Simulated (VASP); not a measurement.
Te2Mo, 3 atoms in the cell. The structure is trigonal, space group R-3m (No. 166). Conventional cell: a = 4.143 Å, b = 4.143 Å, c = 18.790 Å, α = 90.00°, β = 90.00°, γ = 120.00°. Mo (site symmetry -3m) has 6 Te at 2.84 Å within 3.7 Å. Te (site symmetry 3m) has 3 Mo at 2.84 Å within 3.7 Å. 

| Item | Value |
| --- | --- |
| Program | VASP 6.6.1 |
| Task | single point |
| Functional | LDA |
| Potentials or basis | VASP PAW LDA potentials, release 64 (Mo_sv, Te) |
| Cutoff | 520 eV |
| k mesh | 5 × 5 × 5 |
| Occupations | gaussian, width 0.05 eV |
| Spin | collinear spin, ferrimagnetic start |
| Starting moments | [2.61, -0.17, -0.17] μB |
| Hubbard terms | Mo d U = 3.0 eV |
| Dipole correction | no |
| Further INCAR settings | ALGO = Normal; EDIFF = 1e-06; NBANDS = 24 |

Potentials or basis: VASP PAW LDA potentials, release 64 (Mo_sv, Te).

Run with:

```console
$ cat potpaw_LDA.64/Mo_sv/POTCAR potpaw_LDA.64/Te/POTCAR > POTCAR
$ mpirun -np 1 vasp_std > vasp.out
```

Hardware: 1 thread of Intel(R) Xeon(R) Platinum 8488C (Sapphire Rapids), on a shared host.

**Question.** How long does it take, and how much memory?

**Answer.** It took 2.9 min on 1 thread of Intel(R) Xeon(R) Platinum 8488C (Sapphire Rapids) (shared host), peak memory 0.33 GiB. Counts: scf iterations 16, k points 19.
